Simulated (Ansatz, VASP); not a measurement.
One calculation of Cl, two programs

```
CELL_PARAMETERS angstrom
2.11235 0.00000 0.00000
0.00000 2.11235 0.00000
0.00000 0.00000 2.11235
ATOMIC_POSITIONS crystal
Cl 0.00000 0.00000 0.00000
```

Change from the starting cell: volume scaled by 0.4, norm-conserving files.

Alike in both runs: task single point; functional PBE; k mesh 15 × 15 × 15; occupations fermi-dirac, width 0.1 eV; no spin polarisation.

|  | VASP | Ansatz |
| --- | --- | --- |
| version | VASP 6.6.1 | Ansatz 0.2.0 |
| potentials or method | VASP PAW PBE potentials, release 64 (Cl) | norm-conserving pseudopotentials, scalar-relativistic |
| plane-wave cutoff (eV) | 520 | 789 |
| valence electrons in the cell | 7 | 7 |

Ansatz gave:

| Property | Result |
| --- | --- |
| pressure (GPa) | 212.9 |

Question: Which values does VASP return?

Answer: Pressure (GPa): 213.9.

Both programs put the cell under a high pressure, so it lies far from rest at this level. With one functional, cell and mesh, what is left measures potentials, basis and numerics.

Noted on VASP's run: the cell as given lies far from equilibrium.
